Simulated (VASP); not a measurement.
# Si in VASP: further runs, part 2 of 4

VASP 6.6.1. Earlier steps stand in the parts before.

## Step 3: Single point, PBE

The input, INCAR:

```
SYSTEM = Si
ALGO = Normal
EDIFF = 1E-6
ENCUT = 500
GGA = PE
GGA_COMPAT = .False.
ISIF = 2
ISMEAR = -1
LASPH = .True.
LCHARG = .True.
LELF = .True.
LREAL = .False.
LVHAR = .True.
LWAVE = .False.
NBANDS = 11
NELM = 120
PREC = Accurate
SIGMA = 0.1
```

The input, KPOINTS:

```
k-points
0
Gamma
  8 8 8
  0 0 0
```

The input, POSCAR:

```
Si
1.0
    0.0000000000      2.7350000000      2.7350000000
    2.7350000000      0.0000000000      2.7350000000
    2.7350000000      2.7350000000      0.0000000000
Si
2
Direct
   -0.0036563071      0.0036563071      0.0036563071
    0.2500000000      0.2500000000      0.2500000000
```

Potentials or basis: VASP PAW PBE potentials, release 64 (Si).

Launch:

```console
$ cat potpaw_PBE.64/Si/POTCAR > POTCAR
$ mpirun -np 1 vasp_std > vasp.out
```

OUTCAR:

```text
SYSTEM = Si
   EDIFF = 1E-6
   ENCUT = 500
   GGA = PE
   ISIF = 2
   ISMEAR = -1
   LASPH = .True.
   LREAL = .False.
   NELM = 120
   PREC = Accurate

 ion  position               nearest neighbor table
   1  0.996  0.004  0.004-   2 2.36   2 2.36   2 2.38   2 2.38
   2  0.250  0.250  0.250-   1 2.36   1 2.36   1 2.38   1 2.38

  LATTYP: Found a face centered cubic cell.
 ALAT       =     5.4700000000

  Lattice vectors:

 A1 = (   0.0000000000,   2.7350000000,   2.7350000000)
 A2 = (   2.7350000000,   0.0000000000,   2.7350000000)
 A3 = (   2.7350000000,   2.7350000000,   0.0000000000)

Analysis of symmetry for initial positions (statically):
=====================================================================
 Subroutine PRICEL returns:
 Original cell was already a primitive cell.

 Routine SETGRP: Setting up the symmetry group for a
 face centered cubic supercell.

 Subroutine GETGRP returns: Found  8 space group operations
 (whereof  4 operations were pure point group operations)
 out of a pool of 48 trial point group operations.

The static configuration has the point symmetry C_2v.
 The point group associated with its full space group is D_2h.

Analysis of symmetry for dynamics (positions and initial velocities):
=====================================================================
 Subroutine PRICEL returns:
 Original cell was already a primitive cell.

 Routine SETGRP: Setting up the symmetry group for a
 face centered cubic supercell.

 Subroutine GETGRP returns: Found  8 space group operations
 (whereof  4 operations were pure point group operations)
 out of a pool of 48 trial point group operations.

The dynamic configuration has the point symmetry C_2v.
 The point group associated with its full space group is D_2h.

 Subroutine INISYM returns: Found  8 space group operations
 (whereof  4 operations are pure point group operations),
 and found     1 'primitive' translations

----------------------------------------------------------------------------------------

                                     Primitive cell

  volume of cell :      40.9168

  direct lattice vectors                    reciprocal lattice vectors
     0.000000000  2.735000000  2.735000000    -0.182815356  0.182815356  0.182815356
     2.735000000  0.000000000  2.735000000     0.182815356 -0.182815356  0.182815356
     2.735000000  2.735000000  0.000000000     0.182815356  0.182815356 -0.182815356

  length of vectors
     3.867874093  3.867874093  3.867874093     0.316645486  0.316645486  0.316645486

  position of ions in fractional coordinates (direct lattice)
     0.996343693  0.003656307  0.003656307
     0.250000000  0.250000000  0.250000000

  ion indices of the primitive-cell ions
   primitive index   ion index
                 1           1
                 2           2

----------------------------------------------------------------------------------------

 KPOINTS: k-points

Automatic generation of k-mesh.
 Grid dimensions read from file:
 generate k-points for:    8    8    8

 Generating k-lattice:

  Cartesian coordinates                     Fractional coordinates (reciprocal lattice)
    -0.022851920  0.022851920  0.022851920     0.125000000  0.000000000  0.000000000
     0.022851920 -0.022851920  0.022851920     0.000000000  0.125000000  0.000000000
[... 40 lines left out ...]
   k-points           NKPTS =     95   k-points in BZ     NKDIM =     95   number of bands    NBANDS=     11
   number of dos      NEDOS =    301   number of ions     NIONS =      2
   total plane-waves  NPLWV =  21952
   dimension x,y,z NGX =    28 NGY =   28 NGZ =   28
   dimension x,y,z NGXF=    56 NGYF=   56 NGZF=   56
   ions per type =               2
   NGX,Y,Z   is equivalent  to a cutoff of  12.03, 12.03, 12.03 a.u.
   NGXF,Y,Z  is equivalent  to a cutoff of  24.07, 24.07, 24.07 a.u.
 SYSTEM =  Si
   PREC   = accura    normal or accurate (medium, high low for compatibility)
   ISTART =      0    job   : 0-new  1-cont  2-samecut
   ICHARG =      2    charge: 1-file 2-atom 10-const
   ISPIN  =      1    spin polarized calculation?
   LNONCOLLINEAR =      F non collinear calculations
   LSORBIT =      F    spin-orbit coupling
   LASPH  =      T    aspherical Exc in radial PAW
   ENCUT  =  500.0 eV  36.75 Ry    6.06 a.u.   7.05  7.05  7.05*2*pi/ulx,y,z
   NELM   =    120;   NELMIN=  2; NELMDL= -5     # of ELM steps
   EDIFF  = 0.1E-05   stopping-criterion for ELM
   LREAL  =      F    real-space projection
   EDIFFG = 0.1E-04   stopping-criterion for IOM
   NSW    =      0    number of steps for IOM
   IBRION =     -1    ionic relax: 0-MD 1-quasi-New 2-CG
   NFREE  =      0    steps in history (QN), initial steepest desc. (CG)
   ISIF   =      2    stress and relaxation
   ISYM   =      2    0-nonsym 1-usesym 2-fastsym
   POTIM  = 0.5000    time-step for ionic-motion
   TEBEG  =    0.0;   TEEND  =   0.0 temperature during run
   PSTRESS=    0.0 pullay stress
   NELECT =       8.0000    total number of electrons
   NUPDOWN=      -1.0000    fix difference up-down
   EMIN   =  10.00;   EMAX   =-10.00  energy-range for DOS
   EFERMI =   0.00;   METHOD = LEGACY
   ISMEAR =    -1;   SIGMA  =   0.10  broadening in eV -4-tet -1-fermi 0-gaus
   EFERMI_NEDOS =   21; number of points for ismear=-14 and -15
   IALGO  =     38    algorithm
   IMIX   =      4    mixing-type and parameters
     AMIX     =   0.40;   BMIX     =  1.00
     AMIX_MAG =   1.60;   BMIX_MAG =  1.00
  volume/ion in A,a.u.               =      20.46       138.06
  Fermi-wavevector in a.u.,A,eV,Ry     =   0.950176  1.795573 12.283814  0.902835
  Thomas-Fermi vector in A             =   2.078528
   LORBIT       =      0    0 simple, 1 ext, 2 COOP (PROOUT), +10 PAW based schemes
   GGA     = PE    functional components
   LHFCALC =     F    Hartree Fock is set to
   AEXX    =    0.0000 exact exchange contribution
   IVDW    =     0    specifies the selected vdW correction
   LEPSILON=     F    determine dielectric tensor
   LRPA    =     F    only Hartree local field effects (RPA)
 non-spin polarized calculation
  energy-cutoff  :      500.00
  volume of cell :       40.92
 maximum number of plane-waves:      1056
   NGX = 15   NGY = 15   NGZ = 15

 number of electron       8.0000000 magnetization

 Free energy of the ion-electron system (eV)
  ---------------------------------------------------
  ext. energy  EPLUGINS =         0.00000000
  ---------------------------------------------------
  free energy    TOTEN  =       -10.84368348 eV

  energy without entropy =      -10.84259415  energy(sigma->0) =      -10.84313882

 E-fermi :   5.9072     XC(G=0):  -9.3243

 val. band max:        5.7051827978   @ k =   0.0000   0.0000   0.0000
 cond. band min:       6.2581745502   @ k =   0.0000   0.3750   0.3750
 fundamental gap:      0.5529917524
 Fermi energy:         5.9071878530

 k-point     1 :       0.0000    0.0000    0.0000
  band No.  band energies     occupation
      1      -6.2007      2.00000
      2       5.5145      1.96135
      3       5.6108      1.90187
      4       5.7052      1.76577
      5       8.1092      0.00000
      6       8.1646      0.00000
      7       8.2229      0.00000
      8       8.7352      0.00000
      9      13.3176      0.00000
     10      13.3202      0.00000
     11      13.4829      0.00000
[... 309 lines left out ...]
 k-point    24 :      -0.3750    0.1250    0.0000
  band No.  band energies     occupation
      1      -4.0608      2.00000
      2      -0.7234      2.00000
      3       3.2188      2.00000
      4       4.3605      2.00000
      5       7.9266      0.00000
      6       9.2160      0.00000
      7       9.5224      0.00000
      8      13.4223      0.00000
      9      13.6354      0.00000
     10      14.7172      0.00000
     11      16.7118      0.00000

 [... further k-points ...]

------------------------ aborting loop because EDIFF is reached ----------------------------------------

  FORCE on cell =-STRESS in cart. coord.  units (eV):
  Direction    XX          YY          ZZ          XY          YZ          ZX
  --------------------------------------------------------------------------------------
  -------------------------------------------------------------------------------------
  Total       -0.0174370     -0.0119400     -0.0119400      0.0000000      0.1806523      0.0000000
  in kB       -0.6827809     -0.4675319     -0.4675319      0.0000000      7.0737873      0.0000000
  external PRESSURE =      -0.5392816 kB  Pullay stress =       0.0000000 kB

 VOLUME and BASIS-vectors are now :
 -----------------------------------------------------------------------------
  energy-cutoff  :      500.00
  volume of cell :       40.92
      direct lattice vectors                 reciprocal lattice vectors
     0.000000000  2.735000000  2.735000000    -0.182815356  0.182815356  0.182815356
     2.735000000  0.000000000  2.735000000     0.182815356 -0.182815356  0.182815356
     2.735000000  2.735000000  0.000000000     0.182815356  0.182815356 -0.182815356

 POSITION                                       TOTAL-FORCE (eV/Angst)
 -----------------------------------------------------------------------------------
      0.02000      2.73500      2.73500        -0.257899      0.000000      0.000000
      1.36750      1.36750      1.36750         0.257899      0.000000      0.000000
 -----------------------------------------------------------------------------------
    total drift:                               -0.000001      0.000000      0.000000

  FREE ENERGIE OF THE ION-ELECTRON SYSTEM (eV)
  ---------------------------------------------------
  free  energy   TOTEN  =       -10.8436834820 eV

  energy  without entropy=      -10.8425941534  energy(sigma->0) =      -10.84313882
```

Run time: 12 s. Hardware: 1 thread of Intel Xeon 6975P-C (Granite Rapids), shared host; peak memory 0.16 GiB.

Results:

```yaml
Free_energy: -10.8437 eV
Pressure: -0.1 GPa
Largest_force: 0.258 eV/Å
Band_gap_on_the_k_mesh: 0.55 eV (least direct gap 2.40 eV)
```

Forces in eV/Å, atoms in the order of the input:
```
Si  -0.258  0.000  0.000
Si   0.258  0.000  0.000
```

Stress tensor (GPa, compression positive):
```
-0.07  0.00  0.00
 0.00 -0.05  0.71
 0.00  0.71 -0.05
```

Levels at points of the mesh, in eV from the valence-band top:
| k point | band 2 | band 3 | band 4 | band 5 | band 6 | band 7 |
| --- | --- | --- | --- | --- | --- | --- |
| (0.00, 0.00, 0.00) | -0.19 | -0.09 | 0.00 | 2.40 | 2.46 | 2.52 |
| (0.50, 0.00, 0.00) | -7.01 | -1.31 | -1.21 | 1.38 | 3.21 | 3.33 |
| (0.00, 0.50, 0.00) | -6.91 | -1.34 | -1.23 | 1.35 | 3.18 | 3.30 |
| (0.50, 0.50, 0.00) | -7.84 | -2.89 | -2.89 | 0.66 | 0.66 | 9.84 |
| (0.00, 0.50, 0.50) | -7.78 | -2.92 | -2.85 | 0.61 | 0.71 | 9.82 |

Caveat: semilocal functionals underestimate gaps, and a narrow one can read as zero. A k mesh can miss the band edges.

(Part 2 of 4 ends here.)
